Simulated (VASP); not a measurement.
# Li2TaO2 (P6/mmm) in VASP: a series of runs

Runs on Li2TaO2. Level: PBE. Tasks: single point, relaxation of cell and atoms.

All numbers are computed with VASP 6.6.1; they aren't measurements. Logs are shortened: lines on timing, memory, paths and dates and some standing lists are left out, and cuts for length are marked.

### 1 The cell of the first run

It takes space group P6/mmm (No. 191, hexagonal). The conventional cell has a = 3.919 Å, b = 3.919 Å, c = 3.661 Å, α = 90.00°, β = 90.00°, γ = 120.00°. Li (site symmetry -6m2) has 2 O at 1.83 Å and 3 Li at 2.26 Å within 2.4 Å. Ta (site symmetry 6/mmm) has 6 O at 2.26 Å and 12 Li at 2.91 Å within 3.0 Å. O (site symmetry -6m2) has 2 Li at 1.83 Å and 3 O at 2.26 Å and 3 Ta at 2.26 Å within 2.4 Å.

### 2 Single point, PBE

Input file INCAR:

```
  PREC = Accurate
  ENCUT = 520
  EDIFF = 1E-6
  ISMEAR = 0
  SIGMA = 0.1
  LREAL = False
  LASPH = True
  NELM = 60
  ALGO = Normal
  ISIF = 2
  LWAVE = False
  LCHARG = True
  GGA = PE
  LELF = True
  LVHAR = True
  NBANDS = 22
```

Input file KPOINTS:

```
regular mesh
0
Gamma
  12 12 10
```

Input file POSCAR:

```
Li2TaO2
1.0
    3.9192890507      0.0000000000      0.0000000000
   -1.9596445254      3.3942038826      0.0000000000
    0.0000000000      0.0000000000      3.6605013714
Li Ta O
2 1 2
Direct
    0.3333333333      0.6666666667      0.5000000000
    0.6666666667      0.3333333333      0.5000000000
    0.0000000000      0.0000000000      0.0000000000
    0.3333333333      0.6666666667      0.0000000000
    0.6666666667      0.3333333333      0.0000000000
```

Potentials or basis: VASP PAW PBE potentials, release 64 (Li_sv, Ta_pv, O).

The run is started by

```bash
$ cat potpaw_PBE.64/Li_sv/POTCAR potpaw_PBE.64/Ta_pv/POTCAR potpaw_PBE.64/O/POTCAR > POTCAR
$ mpirun -np 1 vasp_std > vasp.out
```

OUTCAR:

```text
PREC = Accurate
   ENCUT = 520
   EDIFF = 1E-6
   ISMEAR = 0
   LREAL = False
   LASPH = True
   NELM = 60
   ISIF = 2
   GGA = PE

 ion  position               nearest neighbor table
   1  0.333  0.667  0.500-   4 1.83   4 1.83   2 2.26   2 2.26   2 2.26   3 2.91   3 2.91   3 2.91
                             3 2.91   3 2.91   3 2.91
   2  0.667  0.333  0.500-   5 1.83   5 1.83   1 2.26   1 2.26   1 2.26   3 2.91   3 2.91   3 2.91
                             3 2.91   3 2.91   3 2.91
   3  0.000  0.000  0.000-   4 2.26   5 2.26   4 2.26   5 2.26   5 2.26   4 2.26   1 2.91   2 2.91
                             1 2.91   2 2.91   2 2.91   1 2.91   2 2.91   1 2.91   2 2.91   1 2.91
   4  0.333  0.667  0.000-   1 1.83   1 1.83   3 2.26   3 2.26   3 2.26
   5  0.667  0.333  0.000-   2 1.83   2 1.83   3 2.26   3 2.26   3 2.26

  LATTYP: Found a hexagonal cell.
 ALAT       =     3.9192890507
 C/A-ratio  =     0.9339707595

  Lattice vectors:

 A1 = (   3.9192890507,   0.0000000000,   0.0000000000)
 A2 = (  -1.9596445254,   3.3942038826,   0.0000000000)
 A3 = (   0.0000000000,   0.0000000000,   3.6605013714)

Analysis of symmetry for initial positions (statically):
=====================================================================
 Subroutine PRICEL returns:
 Original cell was already a primitive cell.

 Routine SETGRP: Setting up the symmetry group for a
 hexagonal supercell.

 Subroutine GETGRP returns: Found 24 space group operations
 (whereof 24 operations were pure point group operations)
 out of a pool of 24 trial point group operations.

The static configuration has the point symmetry D_6h.

Analysis of symmetry for dynamics (positions and initial velocities):
=====================================================================
 Subroutine PRICEL returns:
 Original cell was already a primitive cell.

 Routine SETGRP: Setting up the symmetry group for a
 hexagonal supercell.

 Subroutine GETGRP returns: Found 24 space group operations
 (whereof 24 operations were pure point group operations)
 out of a pool of 24 trial point group operations.

The dynamic configuration has the point symmetry D_6h.

 Subroutine INISYM returns: Found 24 space group operations
 (whereof 24 operations are pure point group operations),
 and found     1 'primitive' translations

----------------------------------------------------------------------------------------

                                     Primitive cell

  volume of cell :      48.6952

  direct lattice vectors                    reciprocal lattice vectors
     3.919289051  0.000000000  0.000000000     0.255148316  0.147309949  0.000000000
    -1.959644525  3.394203883  0.000000000     0.000000000  0.294619898  0.000000000
     0.000000000  0.000000000  3.660501371     0.000000000  0.000000000  0.273186621

  length of vectors
     3.919289051  3.919289051  3.660501371     0.294619898  0.294619898  0.273186621

  position of ions in fractional coordinates (direct lattice)
     0.333333333  0.666666667  0.500000000
     0.666666667  0.333333333  0.500000000
     0.000000000  0.000000000  0.000000000
     0.333333333  0.666666667  0.000000000
     0.666666667  0.333333333  0.000000000

  ion indices of the primitive-cell ions
   primitive index   ion index
                 1           1
                 2           2
                 3           3
                 4           4
                 5           5

----------------------------------------------------------------------------------------

 KPOINTS: regular mesh

Automatic generation of k-mesh.
 Grid dimensions read from file:
 generate k-points for:   12   12   10

 Generating k-lattice:

  Cartesian coordinates                     Fractional coordinates (reciprocal lattice)
     0.021262360  0.012275829  0.000000000     0.083333333 -0.000000000  0.000000000
     0.000000000  0.024551658  0.000000000     0.000000000  0.083333333  0.000000000
     0.000000000  0.000000000  0.027318662     0.000000000  0.000000000  0.100000000

  Length of vectors
     0.024551658  0.024551658  0.027318662

  Shift w.r.t. Gamma in fractional coordinates (k-lattice)
     0.000000000  0.000000000  0.000000000

 Subroutine IBZKPT returns following result:
 ===========================================

 Found    114 irreducible k-points:

 Following reciprocal coordinates:
            Coordinates               Weight
  0.000000  0.000000  0.000000      1.000000
  0.083333  0.000000  0.000000      6.000000
  0.166667 -0.000000  0.000000      6.000000
  0.250000 -0.000000  0.000000      6.000000
  0.333333  0.000000  0.000000      6.000000
  0.416667  0.000000  0.000000      6.000000
[... 16 lines left out ...]
  0.250000 -0.000000  0.100000     12.000000
  0.333333  0.000000  0.100000     12.000000
 [... further k-points ...]
   k-points           NKPTS =    114   k-points in BZ     NKDIM =    114   number of bands    NBANDS=     22
   number of dos      NEDOS =    301   number of ions     NIONS =      5
   total plane-waves  NPLWV =  25200
   dimension x,y,z NGX =    30 NGY =   30 NGZ =   28
   dimension x,y,z NGXF=    60 NGYF=   60 NGZF=   56
   ions per type =               2   1   2
   NGX,Y,Z   is equivalent  to a cutoff of  12.73, 12.73, 12.72 a.u.
   NGXF,Y,Z  is equivalent  to a cutoff of  25.45, 25.45, 25.43 a.u.
 SYSTEM =  unknown system
   PREC   = accura    normal or accurate (medium, high low for compatibility)
   ISTART =      0    job   : 0-new  1-cont  2-samecut
   ICHARG =      2    charge: 1-file 2-atom 10-const
   ISPIN  =      1    spin polarized calculation?
   LNONCOLLINEAR =      F non collinear calculations
   LSORBIT =      F    spin-orbit coupling
   LASPH  =      T    aspherical Exc in radial PAW
   ENCUT  =  520.0 eV  38.22 Ry    6.18 a.u.   7.29  7.29  6.81*2*pi/ulx,y,z
   NELM   =     60;   NELMIN=  2; NELMDL= -5     # of ELM steps
   EDIFF  = 0.1E-05   stopping-criterion for ELM
   LREAL  =      F    real-space projection
[... 7 lines left out ...]
   TEBEG  =    0.0;   TEEND  =   0.0 temperature during run
   PSTRESS=    0.0 pullay stress
   NELECT =      29.0000    total number of electrons
   NUPDOWN=      -1.0000    fix difference up-down
   EMIN   =  10.00;   EMAX   =-10.00  energy-range for DOS
   EFERMI =   0.00;   METHOD = LEGACY
   ISMEAR =     0;   SIGMA  =   0.10  broadening in eV -4-tet -1-fermi 0-gaus
   EFERMI_NEDOS =   21; number of points for ismear=-14 and -15
   IALGO  =     38    algorithm
   IMIX   =      4    mixing-type and parameters
     AMIX     =   0.40;   BMIX     =  1.00
     AMIX_MAG =   1.60;   BMIX_MAG =  1.00
  volume/ion in A,a.u.               =       9.74        65.72
  Fermi-wavevector in a.u.,A,eV,Ry     =   1.377354  2.602822 25.811666  1.897104
  Thomas-Fermi vector in A             =   2.502515
   LORBIT       =      0    0 simple, 1 ext, 2 COOP (PROOUT), +10 PAW based schemes
   GGA     = PE    functional components
   LHFCALC =     F    Hartree Fock is set to
   AEXX    =    0.0000 exact exchange contribution
   IVDW    =     0    specifies the selected vdW correction
   LEPSILON=     F    determine dielectric tensor
   LRPA    =     F    only Hartree local field effects (RPA)
 non-spin polarized calculation
 Gauss-broadening in eV      SIGMA  =   0.10
  energy-cutoff  :      520.00
  volume of cell :       48.70
 maximum number of plane-waves:      1346
 NGX is ok and might be reduce to    30
   NGX = 15   NGY = 15   NGZ = 13

 number of electron      28.9999976 magnetization

 Free energy of the ion-electron system (eV)
  ---------------------------------------------------
  ext. energy  EPLUGINS =         0.00000000
  ---------------------------------------------------
  free energy    TOTEN  =       -31.77226122 eV

  energy without entropy =      -31.76651161  energy(sigma->0) =      -31.76938641

 E-fermi :   5.6392     XC(G=0): -11.3769

 val. band max:        5.6236413990   @ k =   0.0000   0.0000   0.3000
 cond. band min:       5.6423477221   @ k =   0.3333   0.2500   0.4000
 fundamental gap:      0.0187063231
 Fermi energy:         5.6392015508

 k-point     1 :       0.0000    0.0000    0.0000
  band No.  band energies     occupation
      1     -40.2685      2.00000
      2     -40.0782      2.00000
      3     -30.0368      2.00000
      4     -30.0368      2.00000
      5     -29.7495      2.00000
      6     -15.0117      2.00000
[... 14 lines left out ...]
     21      12.8870      0.00000
     22      13.0680      0.00000

 k-point     2 :       0.0833    0.0000    0.0000
  band No.  band energies     occupation
      1     -40.2658      2.00000
      2     -40.0811      2.00000
      3     -30.0434      2.00000
      4     -30.0381      2.00000
      5     -29.7491      2.00000
      6     -14.9480      2.00000
[... 14 lines left out ...]
     21      12.0806      0.00000
     22      13.9555      0.00000

 k-point     3 :       0.1667   -0.0000    0.0000
  band No.  band energies     occupation
      1     -40.2575      2.00000
      2     -40.0894      2.00000
      3     -30.0614      2.00000
      4     -30.0415      2.00000
      5     -29.7480      2.00000
      6     -14.7655      2.00000
[... 14 lines left out ...]
     21      11.5099      0.00000
     22      14.7722      0.00000
[... 476 lines left out ...]
 k-point    23 :       0.2500   -0.0000    0.1000
  band No.  band energies     occupation
      1     -40.2442      2.00000
      2     -40.1021      2.00000
      3     -30.0855      2.00000
      4     -30.0457      2.00000
      5     -29.7520      2.00000
      6     -14.5017      2.00000
[... 14 lines left out ...]
     21      11.4811      0.00000
     22      15.0055      0.00000

 k-point    24 :       0.3333    0.0000    0.1000
  band No.  band energies     occupation
      1     -40.2283      2.00000
      2     -40.1181      2.00000
      3     -30.1098      2.00000
      4     -30.0504      2.00000
      5     -29.7505      2.00000
      6     -14.1747      2.00000
[... 14 lines left out ...]
     21      11.5793      0.00000
     22      14.9565      0.00000

 [... further k-points ...]

------------------------ aborting loop because EDIFF is reached ----------------------------------------

  FORCE on cell =-STRESS in cart. coord.  units (eV):
  Direction    XX          YY          ZZ          XY          YZ          ZX
  --------------------------------------------------------------------------------------
  -------------------------------------------------------------------------------------
  Total        0.0627974      0.0627974      0.1421268     -0.0000000      0.0000000      0.0000000
  in kB        2.0661732      2.0661732      4.6762817     -0.0000000      0.0000000      0.0000000
  external PRESSURE =       2.9362094 kB  Pullay stress =       0.0000000 kB

 VOLUME and BASIS-vectors are now :
 -----------------------------------------------------------------------------
  energy-cutoff  :      520.00
  volume of cell :       48.70
      direct lattice vectors                 reciprocal lattice vectors
     3.919289051  0.000000000  0.000000000     0.255148316  0.147309949  0.000000000
    -1.959644525  3.394203883  0.000000000     0.000000000  0.294619898  0.000000000
     0.000000000  0.000000000  3.660501371     0.000000000  0.000000000  0.273186621

 POSITION                                       TOTAL-FORCE (eV/Angst)
 -----------------------------------------------------------------------------------
     -0.00000      2.26280      1.83025         0.000000     -0.000000     -0.000000
      1.95964      1.13140      1.83025        -0.000000     -0.000000      0.000000
      0.00000      0.00000      0.00000         0.000000      0.000000     -0.000000
     -0.00000      2.26280      0.00000        -0.000000      0.000000     -0.000000
      1.95964      1.13140      0.00000         0.000000      0.000000     -0.000000
 -----------------------------------------------------------------------------------
    total drift:                               -0.000000      0.000000      0.000000

  FREE ENERGIE OF THE ION-ELECTRON SYSTEM (eV)
  ---------------------------------------------------
  free  energy   TOTEN  =       -31.7722612192 eV

  energy  without entropy=      -31.7665116055  energy(sigma->0) =      -31.76938641
```

It took 48 s on 1 thread of Intel Xeon 6975P-C (Granite Rapids), shared host; peak memory 0.25 GiB.

Results:

```
Free energy : -31.7723 eV
```

Caveat: the cutoff is under 1.25 times the usual one of these potentials, so pressure, stress and relaxed cells hold a basis-set (Pulay) error; spin-orbit coupling is left out, which moves the levels of the heavy elements; an odd number of electrons without spin polarisation forces a metal; a magnetic or distorted state may lie lower.

### 3 Single point, PBE

Input file INCAR:

```
SYSTEM = Li2TaO2
  PREC = Accurate
  ENCUT = 520
  EDIFF = 1E-6
  ISMEAR = 0
  SIGMA = 0.1
  LREAL = .False.
  LASPH = .True.
  NELM = 60
  ALGO = Normal
  ISIF = 2
  LWAVE = .False.
  LCHARG = .False.
  GGA = PE
  NBANDS = 22
```

Input file KPOINTS:

```
Automatic mesh
0
Gamma
  12 12 10
  0 0 0
```

POSCAR is that of step 2.

Potentials or basis: VASP PAW PBE potentials, release 64 (Li_sv, Ta_pv, O).

The run is started by

```bash
$ cat potpaw_PBE.64/Li_sv/POTCAR potpaw_PBE.64/Ta_pv/POTCAR potpaw_PBE.64/O/POTCAR > POTCAR
$ mpirun -np 1 vasp_std > vasp.out
```

It took 46 s on 1 thread of Intel Xeon 6975P-C (Granite Rapids), shared host; peak memory 0.25 GiB.

The run converged. Its results:

- Free energy: -31.7723 eV

Levels at points of the mesh, in eV from the Fermi level:
| k point | band 10 | band 11 | band 12 | band 13 | band 14 | band 15 | band 16 | band 17 | band 18 | band 19 |
| --- | --- | --- | --- | --- | --- | --- | --- | --- | --- | --- |
| (0.00, 0.00, 0.00) | -6.27 | -3.72 | -3.46 | -2.64 | -2.64 | 1.03 | 1.03 | 3.96 | 5.47 | 5.47 |
| (0.50, 0.00, 0.00) | -6.10 | -4.68 | -3.77 | -3.15 | -2.81 | 0.69 | 1.96 | 2.32 | 3.23 | 4.43 |
| (0.00, 0.00, 0.50) | -6.37 | -3.14 | -2.47 | -2.47 | -0.46 | -0.46 | 1.70 | 2.09 | 4.80 | 4.80 |
| (0.50, 0.00, 0.50) | -6.18 | -4.46 | -3.68 | -2.98 | -1.49 | 0.16 | 1.15 | 2.11 | 2.52 | 4.51 |

Caveat: the cutoff is under 1.25 times the usual one of these potentials, so pressure, stress and relaxed cells hold a basis-set (Pulay) error; spin-orbit coupling is left out, which moves the levels of the heavy elements; an odd number of electrons without spin polarisation forces a metal; a magnetic or distorted state may lie lower.

### 4 Relaxation of cell and atoms, PBE

This run uses another cell than the first one, of 11.80 Å³/atom, 1.211 times its volume.

Input file INCAR:

```
SYSTEM = Li2TaO2
PREC = Accurate
ENCUT = 600
EDIFF = 1E-7
ISMEAR = 0
SIGMA = 0.1
LREAL = .FALSE.
LASPH = .TRUE.
NELM = 100
ALGO = Normal
ISIF = 3
LWAVE = .FALSE.
LCHARG = .FALSE.
GGA = PE
IBRION = 2
NSW = 90
EDIFFG = -0.04
```

Input file KPOINTS:

```
Automatic mesh
0
G
  6 6 6
  0 0 0
```

Input file POSCAR:

```
Li2TaO2
1.0
    4.3188874000      0.0000000000      0.0000000000
   -2.1594437000      3.7402662000      0.0000000000
    0.0000000000      0.0000000000      3.6516839000
Li Ta O
2 1 2
Direct
    0.3333333300      0.6666666700      0.5000000000
    0.6666666700      0.3333333300      0.5000000000
    0.0000000000      0.0000000000      0.0000000000
    0.3333333300      0.6666666700      0.0000000000
    0.6666666700      0.3333333300      0.0000000000
```

The run is started by

```bash
$ cat potpaw_PBE.64/Li_sv/POTCAR potpaw_PBE.64/Ta_pv/POTCAR potpaw_PBE.64/O/POTCAR > POTCAR
$ mpirun -np 1 vasp_std > vasp.out
```

Run time: 71 s. Hardware: 1 thread of Intel Xeon 6975P-C (Granite Rapids), shared host; peak memory 0.22 GiB.

It converged, with:

| Property | Result |
| --- | --- |
| Free energy | -31.8163 eV |
| Relaxed volume | 9.75 Å³/atom |
| Relaxed cell | a = 3.918 Å, b = 3.918 Å, c = 3.666 Å, α = 90.00°, β = 90.00°, γ = 120.00° |
| Space group after relaxing (to 0.05 Å) | P6/mmm (No. 191) |
| Energy gained by relaxing | 216.2 meV/atom |
| Ionic steps | 7 |
| Pressure after relaxing | 0.0 GPa |

Step by step:
```csv
step,energy change (eV),largest force (eV/Å),pressure (GPa),volume (Å³)
1,0.0000,0.0000,-19.73,58.99
2,-1.0442,0.0000,3.95,47.35
3,-1.0479,0.0000,1.97,47.87
4,-1.0791,0.0000,1.11,48.35
5,-1.0801,0.0000,1.00,48.45
6,-1.0807,0.0000,-0.56,48.90
7,-1.0810,0.0000,0.00,48.74
```

Final structure:
```
Li Ta O
1.0
     3.91821    0.00000    0.00000
    -1.95911    3.39327    0.00000
     0.00000    0.00000    3.66568
Li Ta O
2 1 2
Direct
  0.33333 0.66667 0.50000
  0.66667 0.33333 0.50000
  0.00000 0.00000 0.00000
  0.33333 0.66667 0.00000
  0.66667 0.33333 0.00000
```

Levels at points of the mesh, in eV from the Fermi level:
```
           k point  band 12  band 13  band 14  band 15  band 16  band 17
(0.00, 0.00, 0.00)    -3.48    -2.65    -2.65     1.01     1.01     3.95
(0.50, 0.00, 0.00)    -3.78    -3.16    -2.82     0.66     1.94     2.30
(0.00, 0.00, 0.50)    -2.48    -2.48    -0.47    -0.47     1.68     2.05
(0.50, 0.00, 0.50)    -3.70    -2.99    -1.50     0.14     1.14     2.09
```

Caveat: the cutoff is under 1.25 times the usual one of these potentials, so pressure, stress and relaxed cells hold a basis-set (Pulay) error; the volume moved by over 15 % at a fixed basis, so the end points are rough; spin-orbit coupling is left out, which moves the levels of the heavy elements; an odd number of electrons without spin polarisation forces a metal; a magnetic or distorted state may lie lower.

### 5 Single point, PBE, collinear spin, ferromagnetic start

Input file INCAR:

```
  PREC = Accurate
  ENCUT = 520
  EDIFF = 1E-6
  ISMEAR = 0
  SIGMA = 0.1
  LREAL = False
  LASPH = True
  NELM = 150
  ALGO = Normal
  ISIF = 2
  LWAVE = False
  LCHARG = True
  ISPIN = 2
  MAGMOM = 0 0 1 0 0
  LORBIT = 11
  LMAXMIX = 4
  GGA = PE
  LELF = True
  LVHAR = True
  NBANDS = 26
```

Input file KPOINTS:

```
Automatic mesh
0
Gamma
  6 6 6
```

Input file POSCAR:

```
Li2TaO2
1.0
    3.9186681035      0.0000000000      0.0000000000
   -1.9593340518      3.3936661267      0.0000000000
    0.0000000000      0.0000000000      3.6644638367
Li Ta O
2 1 2
Direct
    0.3333333333      0.6666666667      0.5000000000
    0.6666666667      0.3333333333      0.5000000000
    0.0000000000      0.0000000000      0.0000000000
    0.3333333333      0.6666666667      0.0000000000
    0.6666666667      0.3333333333      0.0000000000
```

The run is started by

```bash
$ cat potpaw_PBE.64/Li_sv/POTCAR potpaw_PBE.64/Ta_pv/POTCAR potpaw_PBE.64/O/POTCAR > POTCAR
$ mpirun -np 1 vasp_std > vasp.out
```

Wall time 32 s (1 thread of Intel Xeon 6975P-C (Granite Rapids), shared host); peak memory 0.21 GiB.

It converged, with:

| Property | Result |
| --- | --- |
| Free energy | -31.7818 eV |
| Net moment | 0.00 μB per cell |
| Valence electrons inside the program's atomic spheres | Li 2.15; Ta 8.54; O 5.03 |

Levels at points of the mesh, in eV from the Fermi level:
Spin up:
| k point | band 10 | band 11 | band 12 | band 13 | band 14 | band 15 | band 16 | band 17 | band 18 | band 19 |
| --- | --- | --- | --- | --- | --- | --- | --- | --- | --- | --- |
| (0.00, 0.00, 0.00) | -6.28 | -3.73 | -3.47 | -2.65 | -2.65 | 1.01 | 1.01 | 3.95 | 5.45 | 5.45 |
| (0.50, 0.00, 0.00) | -6.12 | -4.68 | -3.78 | -3.16 | -2.82 | 0.66 | 1.93 | 2.30 | 3.22 | 4.41 |
| (0.00, 0.00, 0.50) | -6.38 | -3.14 | -2.48 | -2.48 | -0.47 | -0.47 | 1.68 | 2.05 | 4.79 | 4.79 |
| (0.50, 0.00, 0.50) | -6.19 | -4.47 | -3.70 | -2.99 | -1.51 | 0.14 | 1.14 | 2.09 | 2.49 | 4.50 |
Spin down:
```tsv
k point	band 12	band 13	band 14	band 15	band 16	band 17
(0.00, 0.00, 0.00)	-3.47	-2.65	-2.65	1.01	1.01	3.95
(0.50, 0.00, 0.00)	-3.78	-3.16	-2.82	0.66	1.93	2.30
(0.00, 0.00, 0.50)	-2.48	-2.48	-0.47	-0.47	1.68	2.05
(0.50, 0.00, 0.50)	-3.70	-2.99	-1.51	0.14	1.14	2.09
```

Caveat: the cutoff is under 1.25 times the usual one of these potentials, so pressure, stress and relaxed cells hold a basis-set (Pulay) error; spin-orbit coupling is left out, which moves the levels of the heavy elements.

(Continued in part 2 of 2.)
